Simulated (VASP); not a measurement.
Input of a VASP 6.6.1 run:

INCAR

```
SYSTEM = KTaO3
PREC     = Accurate       ! precision mode
ENCUT    = 600            ! plane-wave cutoff, eV
EDIFF    = 1E-6           ! SCF threshold, eV
ISMEAR   = 0              ! smearing method
SIGMA    = 0.02           ! smearing width, eV
LREAL    = .False.        ! projectors in reciprocal space
LASPH    = .True.         ! aspherical terms in the spheres
NELM     = 100            ! most SCF steps
ALGO     = Normal         ! electronic algorithm
ISIF     = 3              ! what is computed and relaxed
LWAVE    = .False.        ! write WAVECAR
LCHARG   = .False.        ! write CHGCAR
GGA      = PS             ! functional
IBRION   = 2              ! ionic algorithm
NSW      = 70             ! ionic steps
EDIFFG   = -0.008         ! ionic threshold
PSTRESS  = 200.0
```

The input KPOINTS:

```
Automatic mesh
0
Gamma
  8 8 8
  0 0 0
```

The input POSCAR:

```
KTaO3
1.0
    3.8755526130      0.0000000000      0.0000000000
    0.0000000000      3.8755526130      0.0000000000
    0.0000000000      0.0000000000      3.8755526130
K Ta O
1 1 3
Direct
    0.5000000000      0.5000000000      0.5000000000
    0.0000000000      0.0000000000      0.0000000000
    0.0000000000      0.5000000000      0.0000000000
    0.0000000000      0.0000000000      0.5000000000
    0.5000000000      0.0000000000      0.0000000000
```

Potentials or basis: VASP PAW PBE potentials, release 64 (K_sv, Ta_pv, O).

The run is started by

```console
$ cat potpaw_PBE.64/K_sv/POTCAR potpaw_PBE.64/Ta_pv/POTCAR potpaw_PBE.64/O/POTCAR > POTCAR
$ mpirun -np 1 vasp_std > vasp.out
```

Problem. What does it give for the space group after relaxing (to 0.1 Å)?

Solution. Pm-3m (No. 221).

Problem. What does it give for the relaxed cell?

Solution. a = 3.882 Å, b = 3.882 Å, c = 3.882 Å, α = 90.00°, β = 90.00°, γ = 90.00°.

Problem. Estimate the band gap on the k mesh.

Solution. 2.24 eV (least direct gap 2.81 eV).

Final structure:
```xyz
5
Lattice="3.8821 0.0000 0.0000 0.0000 3.8821 0.0000 0.0000 0.0000 3.8821" Properties=species:S:1:pos:R:3 pbc="T T T"
K     1.9411    1.9411    1.9411
Ta    0.0000    0.0000    0.0000
O     0.0000    1.9411    0.0000
O     0.0000    0.0000    1.9411
O     1.9411    0.0000    0.0000
```

Caveat: the cell is relaxed towards a set pressure, so the run minimises the enthalpy, not the energy; spin-orbit coupling is left out, which moves the levels of the heavy elements. A k mesh can miss the band edges.
